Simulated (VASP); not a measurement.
A run of VASP 6.6.1 is set up as follows.

File POSCAR:

```
AlN
1.0
    3.1066956632      0.0000000000      0.0000000000
   -1.5533478316      2.6904773662      0.0000000000
    0.0000000000      0.0000000000      4.9785179513
Al N
2 2
Direct
    0.3333333333      0.6666666667     -0.0008019551
    0.6666666667      0.3333333333      0.4991980449
    0.3333333333      0.6666666667      0.3808019551
    0.6666666667      0.3333333333      0.8808019551
```

The input INCAR.step1:

```
SYSTEM = AlN
PREC = Accurate ; ENCUT = 600
ISMEAR = 0 ; SIGMA = 0.01
LREAL = .FALSE. ; LASPH = .TRUE.
NELM = 80 ; GGA = PE
ALGO = Normal ; EDIFF = 1E-4
LWAVE = .TRUE. ; LCHARG = .FALSE.
```

Contents of INCAR.step2:

```
SYSTEM = AlN
PREC = Accurate ; ENCUT = 600
EDIFF = 1E-7 ; ISMEAR = 0
SIGMA = 0.01 ; LREAL = .FALSE.
LASPH = .TRUE. ; NELM = 80
ALGO = Normal ; ISIF = 3
LWAVE = .FALSE. ; LCHARG = .FALSE.
METAGGA = R2SCAN ; LMIXTAU = .TRUE.
IBRION = 2 ; NSW = 100
EDIFFG = -0.002 ; PSTRESS = -20.0
ISTART = 1
```

The input KPOINTS:

```
Automatic mesh
0
G
  8 8 4
  0 0 0
```

Potentials or basis: VASP PAW PBE potentials, release 64 (Al, N).

Launch:

```bash
$ cat potpaw_PBE.64/Al/POTCAR potpaw_PBE.64/N/POTCAR > POTCAR
$ cp INCAR.step1 INCAR
$ mpirun -np 1 vasp_std > vasp.out
$ cp INCAR.step2 INCAR
$ mpirun -np 1 vasp_std > vasp.out
```

Q: Predict the relaxed cell.

A: a = 3.115 Å, b = 3.115 Å, c = 4.994 Å, α = 90.00°, β = 90.00°, γ = 120.00°.

Q: Predict the space group after relaxing (to 0.05 Å).

A: P6_3mc (No. 186).

Step by step:
```csv
step,energy change (eV),largest force (eV/Å),pressure (GPa),volume (Å³)
1,0.0000,0.0025,-0.32,41.61
2,0.0080,0.0081,-3.55,42.27
3,0.0025,0.0033,-2.04,41.96
4,0.0024,0.0032,-2.00,41.95
5,0.0023,0.0031,-1.97,41.94
6,0.0023,0.0030,-1.97,41.95
7,0.0023,0.0030,-1.97,41.95
8,0.0025,0.0019,-2.03,41.96
9,0.0024,0.0008,-2.02,41.96
```

Caveat: the cell is relaxed towards a set pressure, so the enthalpy falls and the energy may rise; the PAW data sets were made with another functional, which shifts forces and pressure a little. Zero-point motion and thermal expansion aren't in these numbers.
